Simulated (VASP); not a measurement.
Input of a VASP 6.6.1 run:

File INCAR:

```
SYSTEM = BAs
PREC = Accurate
ENCUT = 520
EDIFF = 1E-7
ISMEAR = 0
SIGMA = 0.01
LREAL = .FALSE.
LASPH = .TRUE.
NELM = 80
ALGO = Normal
ISIF = 2
LWAVE = .FALSE.
LCHARG = .FALSE.
GGA = PE
NBANDS = 11
```

File KPOINTS:

```
Automatic mesh
0
G
  10 10 10
  0 0 0
```

Contents of POSCAR:

```
BAs
1.0
    0.0000000000      2.3566540870      2.3566540870
    2.3566540870      0.0000000000      2.3566540870
    2.3566540870      2.3566540870      0.0000000000
B As
1 1
Direct
    0.0000000000      0.0000000000      0.0000000000
    0.7500000000      0.7500000000      0.7500000000
```

Potentials or basis: VASP PAW PBE potentials, release 64 (B, As).

Launch:

```sh
$ cat potpaw_PBE.64/B/POTCAR potpaw_PBE.64/As/POTCAR > POTCAR
$ mpirun -np 1 vasp_std > vasp.out
```

Problem. Estimate the band gap on the k mesh.

Solution. 1.13 eV, indirect (least direct gap 3.33 eV).

Problem. Estimate the pressure.

Solution. 9.8 GPa.

A k mesh can miss the band edges. Expect the measured gap to be larger: semilocal functionals such as PBE lack the derivative discontinuity.
